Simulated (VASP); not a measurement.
# VN2 (I4/mcm) in VASP: a series of runs

VN2 is run at these levels: PBE; tasks: single point.

Everything below comes from runs of VASP 6.6.1. Logs are shortened: lines on timing, memory, paths and dates and some standing lists are left out, and cuts for length are marked.

### Step 1. The cell of the first run

Symmetry: I4/mcm, No. 140, tetragonal system. Conventional cell: a = 4.522 Å, b = 4.522 Å, c = 4.844 Å, α = 90.00°, β = 90.00°, γ = 90.00°. V (site symmetry 422) has 8 N at 2.19 Å and 2 V at 2.42 Å within 2.9 Å. Within 1.9 Å of N (site symmetry m2m) lie 1 N at 1.45 Å.

### Step 2. Single point, PBE (strain +0.050 along x and y, -0.025 along z)

Input file INCAR:

```
SYSTEM = VN2
ALGO = Normal ; EDIFF = 1E-6
ENCUT = 520 ; GGA = PE
ISIF = 2 ; ISMEAR = 0
LASPH = .True. ; LCHARG = .False.
LREAL = .False. ; LWAVE = .False.
NBANDS = 32 ; NELM = 100
PREC = Accurate ; SIGMA = 0.15
```

Input file KPOINTS:

```
k-points
0
Gamma
  16 16 16
  0 0 0
```

Input file POSCAR:

```
VN2
1.0
   -2.2610164389      2.2610164389      2.4221350486
    2.2610164389     -2.2610164389      2.4221350486
    2.2610164389      2.2610164389     -2.4221350486
V N
2 4
Direct
    0.2500000000      0.2500000000      0.0000000000
    0.7500000000      0.7500000000      0.0000000000
    0.1135731475      0.6135731475      0.7271462950
    0.6135731475      0.8864268525      0.5000000000
    0.8864268525      0.3864268525      0.2728537050
    0.3864268525      0.1135731475      0.5000000000
```

Potentials or basis: VASP PAW PBE potentials, release 64 (V_sv, N).

On the command line:

```console
> cat potpaw_PBE.64/V_sv/POTCAR potpaw_PBE.64/N/POTCAR > POTCAR
> mpirun -np 1 vasp_std > vasp.out
```

OUTCAR:

```text
SYSTEM = VN2
   EDIFF = 1E-6
   ENCUT = 520
   GGA = PE
   ISIF = 2
   ISMEAR = 0
   LASPH = .True.
   LREAL = .False.
   NELM = 100
   PREC = Accurate

 ion  position               nearest neighbor table
   1  0.250  0.250  0.000-   5 2.19   3 2.19   5 2.19   3 2.19   6 2.19   6 2.19   4 2.19   4 2.19
                             2 2.42   2 2.42
   2  0.750  0.750  0.000-   5 2.19   3 2.19   5 2.19   3 2.19   6 2.19   4 2.19   6 2.19   4 2.19
                             1 2.42   1 2.42
   3  0.114  0.614  0.727-   5 1.45   1 2.19   1 2.19   2 2.19   2 2.19
   4  0.614  0.886  0.500-   6 1.45   2 2.19   1 2.19   2 2.19   1 2.19
   5  0.886  0.386  0.273-   3 1.45   2 2.19   1 2.19   2 2.19   1 2.19
   6  0.386  0.114  0.500-   4 1.45   1 2.19   2 2.19   1 2.19   2 2.19

  LATTYP: Found a body centered tetragonal cell.
 ALAT       =     4.5220328778
 C/A-ratio  =     1.0712593712

  Lattice vectors:

 A1 = (  -2.2610164389,   2.2610164389,   2.4221350486)
 A2 = (   2.2610164389,  -2.2610164389,   2.4221350486)
 A3 = (   2.2610164389,   2.2610164389,  -2.4221350486)

Analysis of symmetry for initial positions (statically):
=====================================================================
 Subroutine PRICEL returns:
 Original cell was already a primitive cell.

 Routine SETGRP: Setting up the symmetry group for a
 body centered tetragonal supercell.

 Subroutine GETGRP returns: Found 16 space group operations
 (whereof  8 operations were pure point group operations)
 out of a pool of 16 trial point group operations.

The static configuration has the point symmetry C_4h.
 The point group associated with its full space group is D_4h.

Analysis of symmetry for dynamics (positions and initial velocities):
=====================================================================
 Subroutine PRICEL returns:
 Original cell was already a primitive cell.

 Routine SETGRP: Setting up the symmetry group for a
 body centered tetragonal supercell.

 Subroutine GETGRP returns: Found 16 space group operations
 (whereof  8 operations were pure point group operations)
 out of a pool of 16 trial point group operations.

The dynamic configuration has the point symmetry C_4h.
 The point group associated with its full space group is D_4h.

 Subroutine INISYM returns: Found 16 space group operations
 (whereof  8 operations are pure point group operations),
 and found     1 'primitive' translations

----------------------------------------------------------------------------------------

                                     Primitive cell

  volume of cell :      49.5297

  direct lattice vectors                    reciprocal lattice vectors
    -2.261016439  2.261016439  2.422135049     0.000000000  0.221139480  0.206429448
     2.261016439 -2.261016439  2.422135049     0.221139480  0.000000000  0.206429448
     2.261016439  2.261016439 -2.422135049     0.221139480  0.221139480  0.000000000

  length of vectors
     4.011374935  4.011374935  4.011374935     0.302515762  0.302515762  0.312738452

  position of ions in fractional coordinates (direct lattice)
     0.250000000  0.250000000  0.000000000
     0.750000000  0.750000000  0.000000000
     0.113573147  0.613573147  0.727146295
     0.613573147  0.886426853  0.500000000
     0.886426853  0.386426853  0.272853705
     0.386426853  0.113573147  0.500000000

  ion indices of the primitive-cell ions
   primitive index   ion index
                 1           1
                 2           2
                 3           3
                 4           4
                 5           5
                 6           6

----------------------------------------------------------------------------------------

 KPOINTS: k-points

Automatic generation of k-mesh.
 Grid dimensions read from file:
 generate k-points for:   16   16   16

 Generating k-lattice:

  Cartesian coordinates                     Fractional coordinates (reciprocal lattice)
     0.000000000  0.013821218  0.012901840     0.062500000  0.000000000  0.000000000
     0.013821218  0.000000000  0.012901840     0.000000000  0.062500000  0.000000000
     0.013821218  0.013821218  0.000000000     0.000000000  0.000000000  0.062500000

  Length of vectors
     0.018907235  0.018907235  0.019546153

  Shift w.r.t. Gamma in fractional coordinates (k-lattice)
     0.000000000  0.000000000  0.000000000

 Subroutine IBZKPT returns following result:
 ===========================================

 Found    349 irreducible k-points:

 Following reciprocal coordinates:
            Coordinates               Weight
  0.000000  0.000000  0.000000      1.000000
  0.062500 -0.000000  0.000000      8.000000
  0.125000 -0.000000  0.000000      8.000000
  0.187500 -0.000000  0.000000      8.000000
  0.250000 -0.000000  0.000000      8.000000
  0.312500 -0.000000  0.000000      8.000000
[... 16 lines left out ...]
 -0.125000  0.062500 -0.000000     16.000000
 -0.062500  0.062500  0.000000      4.000000
 [... further k-points ...]
   k-points           NKPTS =    349   k-points in BZ     NKDIM =    349   number of bands    NBANDS=     32
   number of dos      NEDOS =    301   number of ions     NIONS =      6
   total plane-waves  NPLWV =  27000
   dimension x,y,z NGX =    30 NGY =   30 NGZ =   30
   dimension x,y,z NGXF=    60 NGYF=   60 NGZF=   60
   ions per type =               2   4
   NGX,Y,Z   is equivalent  to a cutoff of  12.43, 12.43, 12.43 a.u.
   NGXF,Y,Z  is equivalent  to a cutoff of  24.87, 24.87, 24.87 a.u.
 SYSTEM =  VN2
   PREC   = accura    normal or accurate (medium, high low for compatibility)
   ISTART =      0    job   : 0-new  1-cont  2-samecut
   ICHARG =      2    charge: 1-file 2-atom 10-const
   ISPIN  =      1    spin polarized calculation?
   LNONCOLLINEAR =      F non collinear calculations
   LSORBIT =      F    spin-orbit coupling
   LASPH  =      T    aspherical Exc in radial PAW
   ENCUT  =  520.0 eV  38.22 Ry    6.18 a.u.   7.46  7.46  7.46*2*pi/ulx,y,z
   NELM   =    100;   NELMIN=  2; NELMDL= -5     # of ELM steps
   EDIFF  = 0.1E-05   stopping-criterion for ELM
   LREAL  =      F    real-space projection
   EDIFFG = 0.1E-04   stopping-criterion for IOM
   NSW    =      0    number of steps for IOM
   IBRION =     -1    ionic relax: 0-MD 1-quasi-New 2-CG
   NFREE  =      0    steps in history (QN), initial steepest desc. (CG)
   ISIF   =      2    stress and relaxation
   ISYM   =      2    0-nonsym 1-usesym 2-fastsym
   POTIM  = 0.5000    time-step for ionic-motion
   TEBEG  =    0.0;   TEEND  =   0.0 temperature during run
   PSTRESS=    0.0 pullay stress
   NELECT =      46.0000    total number of electrons
   NUPDOWN=      -1.0000    fix difference up-down
   EMIN   =  10.00;   EMAX   =-10.00  energy-range for DOS
   EFERMI =   0.00;   METHOD = LEGACY
   ISMEAR =     0;   SIGMA  =   0.15  broadening in eV -4-tet -1-fermi 0-gaus
   EFERMI_NEDOS =   21; number of points for ismear=-14 and -15
   IALGO  =     38    algorithm
   IMIX   =      4    mixing-type and parameters
     AMIX     =   0.40;   BMIX     =  1.00
     AMIX_MAG =   1.60;   BMIX_MAG =  1.00
  volume/ion in A,a.u.               =       8.25        55.71
  Fermi-wavevector in a.u.,A,eV,Ry     =   1.597247  3.018360 34.711172  2.551199
  Thomas-Fermi vector in A             =   2.694883
   LORBIT       =      0    0 simple, 1 ext, 2 COOP (PROOUT), +10 PAW based schemes
   GGA     = PE    functional components
   LHFCALC =     F    Hartree Fock is set to
   AEXX    =    0.0000 exact exchange contribution
   IVDW    =     0    specifies the selected vdW correction
   LEPSILON=     F    determine dielectric tensor
   LRPA    =     F    only Hartree local field effects (RPA)
 non-spin polarized calculation
 Gauss-broadening in eV      SIGMA  =   0.15
  energy-cutoff  :      520.00
  volume of cell :       49.53
 maximum number of plane-waves:      1362
 NGX is ok and might be reduce to    30
   NGX = 15   NGY = 15   NGZ = 15

 number of electron      46.0000000 magnetization

 Free energy of the ion-electron system (eV)
  ---------------------------------------------------
  ext. energy  EPLUGINS =         0.00000000
  ---------------------------------------------------
  free energy    TOTEN  =       -52.80003203 eV

  energy without entropy =      -52.78130832  energy(sigma->0) =      -52.79067017

 E-fermi :  10.0698     XC(G=0): -13.2544

 val. band max:       10.0668353618   @ k =   0.3750   0.1250   0.1250
 cond. band min:      10.0767135109   @ k =   0.3125   0.2500   0.0000
 fundamental gap:      0.0098781491
 Fermi energy:        10.0698305405

 k-point     1 :       0.0000    0.0000    0.0000
  band No.  band energies     occupation
      1     -55.3967      2.00000
      2     -55.2083      2.00000
      3     -29.5539      2.00000
      4     -29.2370      2.00000
      5     -29.2370      2.00000
      6     -29.1678      2.00000
[... 24 lines left out ...]
     31      12.1785      0.00000
     32      14.3975      0.00000

 k-point     2 :       0.0625   -0.0000    0.0000
  band No.  band energies     occupation
      1     -55.3949      2.00000
      2     -55.2101      2.00000
      3     -29.5443      2.00000
      4     -29.2368      2.00000
      5     -29.2366      2.00000
      6     -29.1688      2.00000
[... 24 lines left out ...]
     31      12.2391      0.00000
     32      14.3424      0.00000
[... 733 lines left out ...]
     31      12.4337      0.00000
     32      14.1932      0.00000

 k-point    24 :      -0.0625    0.0625    0.0000
  band No.  band energies     occupation
      1     -55.3964      2.00000
      2     -55.2085      2.00000
      3     -29.5546      2.00000
      4     -29.2414      2.00000
      5     -29.2366      2.00000
      6     -29.1682      2.00000
[... 24 lines left out ...]
     31      12.2582      0.00000
     32      14.3197      0.00000

 [... further k-points ...]

------------------------ aborting loop because EDIFF is reached ----------------------------------------

  FORCE on cell =-STRESS in cart. coord.  units (eV):
  Direction    XX          YY          ZZ          XY          YZ          ZX
  --------------------------------------------------------------------------------------
  -------------------------------------------------------------------------------------
  Total      -11.1459539    -11.1459539      2.5494976      0.0000000     -0.0000000      0.0000000
  in kB     -360.5471257   -360.5471257     82.4706460      0.0000000     -0.0000000      0.0000000
  external PRESSURE =    -212.8745352 kB  Pullay stress =       0.0000000 kB

 VOLUME and BASIS-vectors are now :
 -----------------------------------------------------------------------------
  energy-cutoff  :      520.00
  volume of cell :       49.53
      direct lattice vectors                 reciprocal lattice vectors
    -2.261016439  2.261016439  2.422135049     0.000000000  0.221139480  0.206429448
     2.261016439 -2.261016439  2.422135049     0.221139480  0.000000000  0.206429448
     2.261016439  2.261016439 -2.422135049     0.221139480  0.221139480  0.000000000

 POSITION                                       TOTAL-FORCE (eV/Angst)
 -----------------------------------------------------------------------------------
      0.00000      0.00000      1.21107         0.000000     -0.000000     -0.000000
      0.00000      0.00000      3.63320         0.000000     -0.000000     -0.000000
      2.77460      0.51358      0.00000        -0.433322     -0.433322     -0.000000
      1.74743      0.51358      2.42214         0.433322     -0.433322      0.000000
     -0.51358      1.74743      2.42214         0.433322      0.433322      0.000000
      0.51358      1.74743      0.00000        -0.433322      0.433322     -0.000000
 -----------------------------------------------------------------------------------
    total drift:                                0.000000     -0.000000      0.000000

  FREE ENERGIE OF THE ION-ELECTRON SYSTEM (eV)
  ---------------------------------------------------
  free  energy   TOTEN  =       -52.8000320282 eV

  energy  without entropy=      -52.7813083207  energy(sigma->0) =      -52.79067017
```

Wall time 17 min (1 thread of Intel Xeon 8259CL, shared host); peak memory 0.51 GiB.

Results:

```
Free energy            : -52.8000 eV
Pressure               : -21.3 GPa
Largest force          : 0.613 eV/Å
Band gap on the k mesh : zero (bands 23 and 24 overlap by 0.34 eV)
```

Forces on the atoms (eV/Å):
```
V    0.000  0.000  0.000
V    0.000  0.000  0.000
N   -0.433 -0.433  0.000
N    0.433 -0.433  0.000
N    0.433  0.433  0.000
N   -0.433  0.433  0.000
```

Caveat: the cell differs from its parent crystal (strain +0.050 along x and y, -0.025 along z); the cell stands under tension; the run has no spin polarisation, though such a crystal can be magnetic.

### Step 3. Single point, PBE (strain +0.025 along x and y, +0.025 along z)

Input file INCAR:

```
SYSTEM = VN2
  PREC = Accurate
  ENCUT = 520
  EDIFF = 1E-7
  ISMEAR = 0
  SIGMA = 0.15
  LREAL = .FALSE.
  LASPH = .TRUE.
  NELM = 100
  ALGO = Normal
  ISIF = 2
  LWAVE = .FALSE.
  LCHARG = .FALSE.
  GGA = PE
  NBANDS = 32
```

Input file KPOINTS:

```
regular mesh
0
G
  16 16 16
  0 0 0
```

Edit POSCAR of step 2 so:

```diff
@@ -2,5 +2,5 @@
 1.0
-   -2.2610164389      2.2610164389      2.4221350486
-    2.2610164389     -2.2610164389      2.4221350486
-    2.2610164389      2.2610164389     -2.4221350486
+   -2.2071827141      2.2071827141      2.5463471024
+    2.2071827141     -2.2071827141      2.5463471024
+    2.2071827141      2.2071827141     -2.5463471024
 V N
```

Potentials or basis: VASP PAW PBE potentials, release 64 (V_sv, N).

On the command line:

```console
> cat potpaw_PBE.64/V_sv/POTCAR potpaw_PBE.64/N/POTCAR > POTCAR
> mpirun -np 1 vasp_std > vasp.out
```

It took 11 min on 1 thread of Intel Xeon 8259CL, shared host; peak memory 0.51 GiB.

It converged, with:

| Quantity | Value |
| --- | --- |
| Free energy | -53.1359 eV |
| Pressure | -20.1 GPa |
| Largest force | 0.487 eV/Å |
| Band gap on the k mesh | zero (bands 23 and 24 overlap by 0.36 eV) |

Forces on the atoms (eV/Å):
```
V    0.000  0.000  0.000
V    0.000  0.000  0.000
N   -0.345 -0.345  0.000
N    0.345 -0.345  0.000
N    0.345  0.345  0.000
N   -0.345  0.345  0.000
```

Stress tensor (GPa, compression positive):
```
-21.40   0.00   0.00
  0.00 -21.40   0.00
  0.00   0.00 -17.63
```

Levels at points of the mesh, in eV from the Fermi level:
```tsv
k point	band 19	band 20	band 21	band 22	band 23	band 24	band 25	band 26	band 27	band 28
(0.00, 0.00, 0.00)	-3.05	-2.59	-2.37	-2.30	-2.30	0.70	0.91	0.91	1.14	1.76
(0.50, 0.00, 0.00)	-3.05	-3.05	-2.78	-2.78	0.16	0.16	0.66	0.66	0.95	0.95
(0.50, 0.50, 0.00)	-4.38	-4.20	-2.44	-2.31	-1.19	-0.02	0.78	1.01	1.63	1.90
(0.50, 0.50, 0.50)	-4.24	-1.82	-1.82	-0.18	-0.15	-0.05	-0.05	0.05	1.69	1.69
```

Caveat: the cell differs from its parent crystal (strain +0.025 along x and y, +0.025 along z); the cell stands under tension; the run has no spin polarisation, though such a crystal can be magnetic.
